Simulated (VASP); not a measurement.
Write the native input for VASP 6.6.1 that does the following.

```
Task                   : electric field gradients
Functional             : PBE
Potentials or basis    : VASP PAW PBE potentials, release 64 (Y_sv)
Cutoff                 : 520 eV
k mesh                 : 13 × 13 × 13
Occupations            : fermi-dirac, width 0.05 eV
Spin                   : no spin polarisation
Dipole correction      : no
Further INCAR settings : ALGO = Normal; EDIFF = 1e-08; NBANDS = 12
```

The structure of Y lies in POSCAR:

```
Y
1.0
    0.0000000000      2.4347030121      2.4347030121
    2.4347030121      0.0000000000      2.4347030121
    2.4347030121      2.4347030121      0.0000000000
Y
1
Direct
    0.0000000000      0.0000000000      0.0000000000
```

This cell differs from its parent crystal: volume scaled by 0.9405.

The input as run:

INCAR

```
PREC = Accurate ; ENCUT = 520
EDIFF = 1E-8 ; ISMEAR = -1
SIGMA = 0.05 ; LREAL = F
LASPH = T ; NELM = 80
ALGO = Normal ; ISIF = 2
LWAVE = F ; LCHARG = F
GGA = PE ; LEFG = T
NBANDS = 12
```

KPOINTS

```
regular mesh
0
Gamma
  13 13 13
```

Potentials or basis: VASP PAW PBE potentials, release 64 (Y_sv).

Run with:

```sh
$ cat potpaw_PBE.64/Y_sv/POTCAR > POTCAR
$ mpirun -np 1 vasp_std > vasp.out
```

It gave:

The pressure is 5.4 GPa.

Caveat: without QUAD_EFG the Cq values of the log hold for a quadrupole moment of 1 mb, not for the nuclei.

It took 110 s on 1 thread of AMD EPYC 7R13 (shared host), peak memory 0.16 GiB.
